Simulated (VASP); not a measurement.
**Pt: single point with PBEsol**

Crystal: Pt.

```
Pt
1.0
     1.97862    1.97862    0.00000
    -1.97862    1.97862    0.00000
     0.00000    0.00000    3.95724
Pt
2
Direct
  0.00000 0.00000 0.00000
  0.50000 0.50000 0.50000
```

This cell differs from its parent crystal: equal strain along all axes, cell held: +1.0 %.

| Quantity | Value |
| --- | --- |
| Program | VASP 6.6.1 |
| Task | single point |
| Functional | PBEsol |
| Potentials or basis | VASP PAW PBE potentials, release 64 (Pt) |
| Cutoff | 520 eV |
| k mesh | 18 × 18 × 14 |
| Occupations | gaussian, width 0.1 eV |
| Spin | no spin polarisation |

| Quantity | Value |
| --- | --- |
| Pressure | -8.3 GPa |
| Band gap on the k mesh | zero (bands 10 and 11 overlap by 1.61 eV) |

Levels at points of the mesh, in eV from the Fermi level:
```
           k point  band 7  band 8  band 9  band 10  band 11  band 12  band 13  band 14
(0.00, 0.00, 0.00)   -1.56   -1.55    0.02     0.47     0.47     1.76     8.54    11.25
(0.50, 0.00, 0.00)   -2.44   -2.44   -1.66    -1.66     1.79     1.79    10.52    10.52
(0.50, 0.50, 0.00)    0.47    0.47    0.47     0.47     1.76     1.76     8.54     8.54
(0.00, 0.00, 0.50)   -2.05   -2.05   -2.05    -2.05    -0.82    -0.82    16.87    16.87
(0.50, 0.00, 0.50)   -0.43   -0.43    0.04     0.04     0.04     0.04     5.60     5.60
(0.50, 0.50, 0.50)   -1.91   -1.91    0.47     0.47     6.88     6.88     8.10     8.10
```

It took 4.2 min on 1 thread of Intel Xeon 8259CL (shared host), peak memory 0.31 GiB.

Caveat: the cell differs from its parent crystal (equal strain along all axes, cell held: +1.0 %); the cell stands under tension; the PAW data sets were made with another functional, which shifts forces and pressure a little; spin-orbit coupling is left out, which moves the levels of the heavy elements.
